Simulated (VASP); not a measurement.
**BeS: single point with r2SCAN**

The system is BeS.

```
Be S
1.0
     0.00000    2.31730    2.31730
     2.31730    0.00000    2.31730
     2.31730    2.31730    0.00000
Be S
1 1
Direct
  0.00000 0.00000 0.00000
  0.50000 0.50000 0.50000
```

- Program: VASP 6.6.1
- Task: single point
- Functional: r2SCAN
- Potentials or basis: VASP PAW PBE potentials, release 64 (Be, S)
- Cutoff: 520 eV
- k mesh: 8 × 8 × 8
- Occupations: gaussian, width 0.01 eV
- Spin: no spin polarisation
- Dipole correction: no
- Further INCAR settings: ALGO = Normal; EDIFF = 1e-06; NBANDS = 11

| Quantity | Value |
| --- | --- |
| Pressure | 0.0 GPa |
| Band gap on the k mesh | 1.35 eV, indirect (least direct gap 4.60 eV) |

Levels at points of the mesh, in eV from the valence-band top:
| k point | band 1 | band 2 | band 3 | band 4 | band 5 | band 6 | band 7 | band 8 | band 9 |
| --- | --- | --- | --- | --- | --- | --- | --- | --- | --- |
| (0.00, 0.00, 0.00) | -15.74 | -0.26 | -0.26 | -0.26 | 6.21 | 9.39 | 9.39 | 9.39 | 10.67 |
| (0.50, 0.00, 0.00) | -13.38 | -7.43 | -0.53 | -0.53 | 4.49 | 4.49 | 4.85 | 11.20 | 16.35 |
| (0.50, 0.50, 0.00) | -12.30 | -6.94 | -3.25 | -3.25 | 1.35 | 4.87 | 12.99 | 12.99 | 14.94 |

It took 8.9 s on 1 thread of Intel(R) Xeon(R) 6975P-C (Granite Rapids), on a shared host, peak memory 0.14 GiB.

Caveat: the PAW data sets were made with another functional, which shifts forces and pressure a little. A k mesh can miss the band edges.
